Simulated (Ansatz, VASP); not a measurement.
## Two plane-wave programs on BP

```
CELL_PARAMETERS angstrom
0.00000 2.10550 2.10550
2.10550 0.00000 2.10550
2.10550 2.10550 0.00000
ATOMIC_POSITIONS crystal
B 0.00000 0.00000 0.00000
P 0.25000 0.25000 0.25000
```

Alike in both runs: task single point; functional LDA; k mesh 12 × 12 × 12; occupations gaussian, width 0.01 eV; no spin polarisation.

|  | VASP | Ansatz |
| --- | --- | --- |
| version | VASP 6.6.1 | Ansatz 0.2.0 |
| potentials or method | VASP PAW LDA potentials, release 64 (B, P), cutoff 520 eV | scalar-relativistic, plane waves, PAW |
| valence electrons in the cell | 8 | 8 |

VASP gave:

```
gap on the k mesh at the Fermi level (eV) : 0.86
least direct gap on the mesh (eV)         : 3.86
```

Task: Which values does Ansatz return?

Result: gap on the k mesh at the Fermi level (eV): 0.86; least direct gap on the mesh (eV): 3.85.

LDA's correlation is that of Perdew and Zunger in VASP and of Perdew and Wang (1992) in Ansatz.
